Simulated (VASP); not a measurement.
# Ba (P6/mmm) in VASP: further runs

Ba is run at these levels: PBE; tasks: single point.

Everything below comes from runs of VASP 6.6.1. Logs are shortened: lines on timing, memory, paths and dates and some standing lists are left out, and cuts for length are marked.

### 1 The cell of the first run

Symmetry: P6/mmm, No. 191, hexagonal system. Conventional cell: a = 3.631 Å, b = 3.631 Å, c = 3.267 Å, α = 90.00°, β = 90.00°, γ = 120.00°. Ba (site symmetry 6/mmm) has 8 Ba at 3.27 to 3.63 Å within 4.3 Å.

### 2 Single point, PBE

INCAR reads:

```
SYSTEM = Ba
PREC = Accurate
ENCUT = 520
EDIFF = 1E-6
ISMEAR = -1
SIGMA = 0.08
LREAL = .FALSE.
LASPH = .TRUE.
NELM = 60
ALGO = Normal
ISIF = 2
LWAVE = .FALSE.
LCHARG = .FALSE.
GGA = PE
NBANDS = 11
```

KPOINTS reads:

```
regular mesh
0
G
  10 10 9
  0 0 0
```

POSCAR reads:

```
Ba
1.0
    3.6312582697      0.0000000000      0.0000000000
   -1.8156291349      3.1447619093      0.0000000000
    0.0000000000      0.0000000000      3.2674729292
Ba
1
Direct
    0.0000000000      0.0000000000      0.0000000000
```

Potentials or basis: VASP PAW PBE potentials, release 64 (Ba_sv).

The run is started by

```
> cat potpaw_PBE.64/Ba_sv/POTCAR > POTCAR
> mpirun -np 1 vasp_std > vasp.out
```

OUTCAR:

```text
SYSTEM = Ba
   PREC = Accurate
   ENCUT = 520
   EDIFF = 1E-6
   ISMEAR = -1
   LREAL = .FALSE.
   LASPH = .TRUE.
   NELM = 60
   ISIF = 2
   GGA = PE

 ion  position               nearest neighbor table
   1  0.000  0.000  0.000-

  LATTYP: Found a hexagonal cell.
 ALAT       =     3.6312582697
 C/A-ratio  =     0.8998183788

  Lattice vectors:

 A1 = (   3.6312582697,   0.0000000000,   0.0000000000)
 A2 = (  -1.8156291349,   3.1447619093,   0.0000000000)
 A3 = (   0.0000000000,   0.0000000000,   3.2674729292)

Analysis of symmetry for initial positions (statically):
=====================================================================
 Subroutine PRICEL returns:
 Original cell was already a primitive cell.

 Routine SETGRP: Setting up the symmetry group for a
 hexagonal supercell.

 Subroutine GETGRP returns: Found 24 space group operations
 (whereof 24 operations were pure point group operations)
 out of a pool of 24 trial point group operations.

The static configuration has the point symmetry D_6h.

Analysis of symmetry for dynamics (positions and initial velocities):
=====================================================================
 Subroutine PRICEL returns:
 Original cell was already a primitive cell.

 Routine SETGRP: Setting up the symmetry group for a
 hexagonal supercell.

 Subroutine GETGRP returns: Found 24 space group operations
 (whereof 24 operations were pure point group operations)
 out of a pool of 24 trial point group operations.

The dynamic configuration has the point symmetry D_6h.

 Subroutine INISYM returns: Found 24 space group operations
 (whereof 24 operations are pure point group operations),
 and found     1 'primitive' translations

----------------------------------------------------------------------------------------

                                     Primitive cell

  volume of cell :      37.3127

  direct lattice vectors                    reciprocal lattice vectors
     3.631258270  0.000000000  0.000000000     0.275386636  0.158994549  0.000000000
    -1.815629135  3.144761909  0.000000000     0.000000000  0.317989097  0.000000000
     0.000000000  0.000000000  3.267472929     0.000000000  0.000000000  0.306046912

  length of vectors
     3.631258270  3.631258270  3.267472929     0.317989097  0.317989097  0.306046912

  position of ions in fractional coordinates (direct lattice)
     0.000000000  0.000000000  0.000000000

  ion indices of the primitive-cell ions
   primitive index   ion index
                 1           1

----------------------------------------------------------------------------------------

 KPOINTS: regular mesh

Automatic generation of k-mesh.
 Grid dimensions read from file:
 generate k-points for:   10   10    9

 Generating k-lattice:

  Cartesian coordinates                     Fractional coordinates (reciprocal lattice)
     0.027538664  0.015899455  0.000000000     0.100000000 -0.000000000  0.000000000
     0.000000000  0.031798910  0.000000000     0.000000000  0.100000000  0.000000000
     0.000000000  0.000000000  0.034005212     0.000000000  0.000000000  0.111111111

  Length of vectors
     0.031798910  0.031798910  0.034005212

  Shift w.r.t. Gamma in fractional coordinates (k-lattice)
     0.000000000  0.000000000  0.000000000

 Subroutine IBZKPT returns following result:
 ===========================================

 Found     70 irreducible k-points:

 Following reciprocal coordinates:
            Coordinates               Weight
  0.000000  0.000000  0.000000      1.000000
  0.100000 -0.000000  0.000000      6.000000
  0.200000 -0.000000  0.000000      6.000000
  0.300000 -0.000000  0.000000      6.000000
  0.400000  0.000000  0.000000      6.000000
  0.500000 -0.000000  0.000000      3.000000
[... 16 lines left out ...]
  0.300000  0.100000  0.111111     24.000000
  0.400000  0.100000  0.111111     24.000000
 [... further k-points ...]
   k-points           NKPTS =     70   k-points in BZ     NKDIM =     70   number of bands    NBANDS=     11
   number of dos      NEDOS =    301   number of ions     NIONS =      1
   total plane-waves  NPLWV =  18816
   dimension x,y,z NGX =    28 NGY =   28 NGZ =   24
   dimension x,y,z NGXF=    56 NGYF=   56 NGZF=   48
   ions per type =               1
   NGX,Y,Z   is equivalent  to a cutoff of  12.82, 12.82, 12.21 a.u.
   NGXF,Y,Z  is equivalent  to a cutoff of  25.64, 25.64, 24.42 a.u.
 SYSTEM =  Ba
   PREC   = accura    normal or accurate (medium, high low for compatibility)
   ISTART =      0    job   : 0-new  1-cont  2-samecut
   ICHARG =      2    charge: 1-file 2-atom 10-const
   ISPIN  =      1    spin polarized calculation?
   LNONCOLLINEAR =      F non collinear calculations
   LSORBIT =      F    spin-orbit coupling
   LASPH  =      T    aspherical Exc in radial PAW
   ENCUT  =  520.0 eV  38.22 Ry    6.18 a.u.   6.75  6.75  6.08*2*pi/ulx,y,z
   NELM   =     60;   NELMIN=  2; NELMDL= -5     # of ELM steps
   EDIFF  = 0.1E-05   stopping-criterion for ELM
   LREAL  =      F    real-space projection
   EDIFFG = 0.1E-04   stopping-criterion for IOM
   NSW    =      0    number of steps for IOM
   IBRION =     -1    ionic relax: 0-MD 1-quasi-New 2-CG
   NFREE  =      0    steps in history (QN), initial steepest desc. (CG)
   ISIF   =      2    stress and relaxation
   ISYM   =      2    0-nonsym 1-usesym 2-fastsym
   POTIM  = 0.5000    time-step for ionic-motion
   TEBEG  =    0.0;   TEEND  =   0.0 temperature during run
   PSTRESS=    0.0 pullay stress
   NELECT =      10.0000    total number of electrons
   NUPDOWN=      -1.0000    fix difference up-down
   EMIN   =  10.00;   EMAX   =-10.00  energy-range for DOS
   EFERMI =   0.00;   METHOD = LEGACY
   ISMEAR =    -1;   SIGMA  =   0.08  broadening in eV -4-tet -1-fermi 0-gaus
   EFERMI_NEDOS =   21; number of points for ismear=-14 and -15
   IALGO  =     38    algorithm
   IMIX   =      4    mixing-type and parameters
     AMIX     =   0.40;   BMIX     =  1.00
     AMIX_MAG =   1.60;   BMIX_MAG =  1.00
  volume/ion in A,a.u.               =      37.31       251.80
  Fermi-wavevector in a.u.,A,eV,Ry     =   1.055494  1.994595 15.157816  1.114068
  Thomas-Fermi vector in A             =   2.190695
   LORBIT       =      0    0 simple, 1 ext, 2 COOP (PROOUT), +10 PAW based schemes
   GGA     = PE    functional components
   LHFCALC =     F    Hartree Fock is set to
   AEXX    =    0.0000 exact exchange contribution
   IVDW    =     0    specifies the selected vdW correction
   LEPSILON=     F    determine dielectric tensor
   LRPA    =     F    only Hartree local field effects (RPA)
 non-spin polarized calculation
  energy-cutoff  :      520.00
  volume of cell :       37.31
 maximum number of plane-waves:      1026
 NGX is ok and might be reduce to    28
   NGX = 13   NGY = 13   NGZ = 13

 number of electron      10.0000001 magnetization

 Free energy of the ion-electron system (eV)
  ---------------------------------------------------
  ext. energy  EPLUGINS =         0.00000000
  ---------------------------------------------------
  free energy    TOTEN  =        -1.21042785 eV

  energy without entropy =       -1.17492935  energy(sigma->0) =       -1.19267860

 E-fermi :   3.9805     XC(G=0):  -9.2924

 val. band max:        3.9783006740   @ k =   0.3000  -0.0000   0.0000
 cond. band min:       3.9817543506   @ k =   0.5000  -0.0000   0.4444
 fundamental gap:      0.0034536766
 Fermi energy:         3.9805053606

 k-point     1 :       0.0000    0.0000    0.0000
  band No.  band energies     occupation
      1     -24.9325      2.00000
      2      -9.0348      2.00000
      3      -9.0348      2.00000
      4      -8.6598      2.00000
      5       1.3748      2.00000
      6       3.5158      1.99402
      7       5.9829      0.00000
      8       5.9829      0.00000
      9      11.0844      0.00000
     10      11.9942      0.00000
     11      11.9942      0.00000

 k-point     2 :       0.1000   -0.0000    0.0000
  band No.  band energies     occupation
      1     -24.9043      2.00000
      2      -9.2705      2.00000
      3      -9.0833      2.00000
      4      -8.6368      2.00000
      5       1.7146      2.00000
      6       3.6576      1.96529
      7       5.5364      0.00000
      8       6.2969      0.00000
      9      11.2653      0.00000
     10      11.8960      0.00000
     11      12.0038      0.00000

 k-point     3 :       0.2000   -0.0000    0.0000
  band No.  band energies     occupation
      1     -24.8292      2.00000
      2      -9.8351      2.00000
      3      -9.2065      2.00000
      4      -8.5756      2.00000
      5       2.4361      2.00000
      6       3.9266      1.32451
      7       5.0659      0.00000
      8       7.2065      0.00000
      9      10.0767      0.00000
     10      11.6558      0.00000
     11      14.1136      0.00000

 k-point     4 :       0.3000   -0.0000    0.0000
  band No.  band energies     occupation
      1     -24.7336      2.00000
      2     -10.4556      2.00000
      3      -9.3520      2.00000
      4      -8.4982      2.00000
      5       2.7738      2.00000
      6       3.9783      1.01378
      7       5.7714      0.00000
      8       8.6198      0.00000
      9       9.0761      0.00000
     10      11.3871      0.00000
     11      13.4099      0.00000
[... 239 lines left out ...]
 k-point    22 :       0.2000    0.1000    0.1111
  band No.  band energies     occupation
      1     -24.7209      2.00000
      2     -10.1488      2.00000
      3      -9.3289      2.00000
      4      -8.9324      2.00000
      5       3.2381      1.99981
      6       4.4546      0.00532
      7       5.1460      0.00000
      8       7.9481      0.00000
      9       9.0084      0.00000
     10      10.2043      0.00000
     11      15.1855      0.00000

 k-point    23 :       0.3000    0.1000    0.1111
  band No.  band energies     occupation
      1     -24.6332      2.00000
      2     -10.6428      2.00000
      3      -9.4994      2.00000
      4      -8.8510      2.00000
      5       3.2063      1.99987
      6       4.6917      0.00028
      7       5.8169      0.00000
      8       8.0276      0.00000
      9       9.6385      0.00000
     10      10.4239      0.00000
     11      14.2316      0.00000

 k-point    24 :       0.4000    0.1000    0.1111
  band No.  band energies     occupation
      1     -24.5777      2.00000
      2     -10.9305      2.00000
      3      -9.6004      2.00000
      4      -8.7996      2.00000
      5       2.9827      1.99999
      6       5.2108      0.00000
      7       5.7510      0.00000
      8       8.7402      0.00000
      9       9.4674      0.00000
     10      11.7207      0.00000
     11      13.5526      0.00000

 [... further k-points ...]

------------------------ aborting loop because EDIFF is reached ----------------------------------------

  FORCE on cell =-STRESS in cart. coord.  units (eV):
  Direction    XX          YY          ZZ          XY          YZ          ZX
  --------------------------------------------------------------------------------------
  -------------------------------------------------------------------------------------
  Total        2.1159941      2.1159941      2.3498465     -0.0000000      0.0000000     -0.0000000
  in kB       90.8590377     90.8590377    100.9004669     -0.0000000      0.0000000     -0.0000000
  external PRESSURE =      94.2061808 kB  Pullay stress =       0.0000000 kB

 VOLUME and BASIS-vectors are now :
 -----------------------------------------------------------------------------
  energy-cutoff  :      520.00
  volume of cell :       37.31
      direct lattice vectors                 reciprocal lattice vectors
     3.631258270  0.000000000  0.000000000     0.275386636  0.158994549  0.000000000
    -1.815629135  3.144761909  0.000000000     0.000000000  0.317989097  0.000000000
     0.000000000  0.000000000  3.267472929     0.000000000  0.000000000  0.306046912

 POSITION                                       TOTAL-FORCE (eV/Angst)
 -----------------------------------------------------------------------------------
      0.00000      0.00000      0.00000         0.000000      0.000000      0.000000
 -----------------------------------------------------------------------------------
    total drift:                               -0.000000     -0.000000      0.000000

  FREE ENERGIE OF THE ION-ELECTRON SYSTEM (eV)
  ---------------------------------------------------
  free  energy   TOTEN  =        -1.2104278543 eV

  energy  without entropy=       -1.1749293493  energy(sigma->0) =       -1.19267860
```

Wall time 7.4 s (1 thread of Intel Xeon 6975P-C (Granite Rapids), shared host); peak memory 0.16 GiB.

What came out:

```yaml
Free_energy: -1.2104 eV
Pressure: 9.4 GPa
Band_gap_on_the_k_mesh: zero (band 5 reaches 4.80 eV, above the bottom of band 6 at 3.43 eV)
```

Stress tensor (GPa, compression positive):
```
 9.09  0.00  0.00
 0.00  9.09  0.00
 0.00  0.00 10.09
```

Caveat: spin-orbit coupling is left out, which moves the levels of the heavy elements.

### 3 Single point, PBE

This run uses another cell than the first one, of 43.53 Å³/atom, 1.167 times its volume.

INCAR reads:

```
ALGO = Normal
EDIFF = 1E-6
ENCUT = 520
GGA = PE
ISIF = 2
ISMEAR = -1
LASPH = True
LCHARG = True
LELF = True
LREAL = False
LVHAR = True
LWAVE = False
NBANDS = 11
NELM = 80
PREC = Accurate
SIGMA = 0.08
```

KPOINTS reads:

```
k-points
0
Gamma
  10 10 9
```

POSCAR reads:

```
Ba
1.0
    3.8063414173      0.0000000000      0.0000000000
   -1.9031707087      3.2963883629      0.0000000000
    0.0000000000      0.0000000000      3.4694256436
Ba
1
Direct
    0.0000000000      0.0000000000      0.0000000000
```

Potentials or basis: VASP PAW PBE potentials, release 64 (Ba_sv).

The run is started by

```
> cat potpaw_PBE.64/Ba_sv/POTCAR > POTCAR
> mpirun -np 1 vasp_std > vasp.out
```

OUTCAR:

```text
EDIFF = 1E-6
   ENCUT = 520
   GGA = PE
   ISIF = 2
   ISMEAR = -1
   LASPH = True
   LREAL = False
   NELM = 80
   PREC = Accurate

 ion  position               nearest neighbor table
   1  0.000  0.000  0.000-

  LATTYP: Found a hexagonal cell.
 ALAT       =     3.8063414173
 C/A-ratio  =     0.9114856665

  Lattice vectors:

 A1 = (   3.8063414173,   0.0000000000,   0.0000000000)
 A2 = (  -1.9031707087,   3.2963883629,   0.0000000000)
[... 514 lines left out ...]
     11      11.5405      0.00000

 [... further k-points ...]

------------------------ aborting loop because EDIFF is reached ----------------------------------------

  FORCE on cell =-STRESS in cart. coord.  units (eV):
  Direction    XX          YY          ZZ          XY          YZ          ZX
  --------------------------------------------------------------------------------------
  -------------------------------------------------------------------------------------
  Total        1.4026205      1.4026205      1.5145456     -0.0000000      0.0000000      0.0000000
  in kB       51.6234535     51.6234535     55.7428587     -0.0000000      0.0000000      0.0000000
  external PRESSURE =      52.9965886 kB  Pullay stress =       0.0000000 kB

 VOLUME and BASIS-vectors are now :
 -----------------------------------------------------------------------------
  energy-cutoff  :      520.00
  volume of cell :       43.53
      direct lattice vectors                 reciprocal lattice vectors
     3.806341417  0.000000000  0.000000000     0.262719470  0.151681157  0.000000000
    -1.903170709  3.296388363  0.000000000     0.000000000  0.303362314  0.000000000
     0.000000000  0.000000000  3.469425644     0.000000000  0.000000000  0.288232146

 POSITION                                       TOTAL-FORCE (eV/Angst)
 -----------------------------------------------------------------------------------
      0.00000      0.00000      0.00000         0.000000      0.000000      0.000000
 -----------------------------------------------------------------------------------
    total drift:                               -0.000000     -0.000000     -0.000000

  FREE ENERGIE OF THE ION-ELECTRON SYSTEM (eV)
  ---------------------------------------------------
  free  energy   TOTEN  =        -1.4924988936 eV

  energy  without entropy=       -1.4632606778  energy(sigma->0) =       -1.47787979
```

stdout:

```text
POSCAR found type information on POSCAR Ba
 POSCAR found :  1 types and       1 ions
 scaLAPACK will be used
 LDA part: xc-table for (Slater+PW92), standard interpolation
 POSCAR, INCAR and KPOINTS ok, starting setup
 FFT: planning ... GRIDC
 FFT: planning ... GRID_SOFT
 FFT: planning ... GRID
 WAVECAR not read
 entering main loop
```

Wall time 10 s (1 thread of Intel Xeon 6975P-C (Granite Rapids), shared host); peak memory 0.17 GiB.

What came out:

* Free energy: -1.4925 eV
* Pressure: 5.3 GPa
* Band gap on the k mesh: zero (band 5 reaches 3.80 eV, above the bottom of band 6 at 2.85 eV)

Stress tensor (GPa, compression positive):
```
5.16 0.00 0.00
0.00 5.16 0.00
0.00 0.00 5.57
```

Levels at points of the mesh, in eV from the Fermi level:
| k point | band 2 | band 3 | band 4 | band 5 | band 6 | band 7 | band 8 | band 9 |
| --- | --- | --- | --- | --- | --- | --- | --- | --- |
| (0.00, 0.00, 0.00) | -13.30 | -13.30 | -13.10 | -2.72 | -0.23 | 1.97 | 1.97 | 6.87 |
| (0.50, 0.00, 0.00) | -14.72 | -13.62 | -12.93 | -1.28 | 0.53 | 2.30 | 3.71 | 6.17 |

Caveat: spin-orbit coupling is left out, which moves the levels of the heavy elements.

### 4 Single point, PBE

This run uses another cell than the first one, of 49.75 Å³/atom, 1.333 times its volume.

INCAR reads:

```
SYSTEM = Ba
PREC     = Accurate       ! precision mode
ENCUT    = 520            ! plane-wave cutoff, eV
EDIFF    = 1E-7           ! SCF threshold, eV
ISMEAR   = -1             ! smearing method
SIGMA    = 0.08           ! smearing width, eV
LREAL    = .FALSE.        ! projectors in reciprocal space
LASPH    = .TRUE.         ! aspherical terms in the spheres
NELM     = 100            ! most SCF steps
ALGO     = Normal         ! electronic algorithm
ISIF     = 2              ! what is computed and relaxed
LWAVE    = .FALSE.        ! write WAVECAR
LCHARG   = .FALSE.        ! write CHGCAR
GGA      = PE             ! functional
NBANDS   = 11             ! bands
```

KPOINTS reads:

```
Automatic mesh
0
G
  10 10 9
  0 0 0
```

POSCAR reads:

```
Ba
1.0
    3.9692069375      0.0000000000      0.0000000000
   -1.9846034688      3.4374340408      0.0000000000
    0.0000000000      0.0000000000      3.6463430829
Ba
1
Direct
    0.0000000000      0.0000000000      0.0000000000
```

The run is started by

```
> cat potpaw_PBE.64/Ba_sv/POTCAR > POTCAR
> mpirun -np 1 vasp_std > vasp.out
```

Run time: 14 s. Hardware: 1 thread of Intel Xeon 6975P-C (Granite Rapids), shared host; peak memory 0.17 GiB.

Results (log left out):

| Property | Result |
| --- | --- |
| Free energy | -1.6452 eV |
| Pressure | 2.8 GPa |
| Band gap on the k mesh | zero (band 5 reaches 3.06 eV, above the bottom of band 6 at 2.33 eV) |

Stress tensor (GPa, compression positive):
```
2.69 0.00 0.00
0.00 2.69 0.00
0.00 0.00 2.90
```

Levels at points of the mesh, in eV from the Fermi level:
| k point | band 3 | band 4 | band 5 | band 6 | band 7 | band 8 |
| --- | --- | --- | --- | --- | --- | --- |
| (0.00, 0.00, 0.00) | -13.56 | -13.45 | -2.77 | -0.07 | 1.89 | 1.89 |
| (0.50, 0.00, 0.00) | -13.80 | -13.33 | -1.13 | 0.50 | 1.74 | 3.33 |

Caveat: spin-orbit coupling is left out, which moves the levels of the heavy elements.

(Continued in part 2 of 2.)
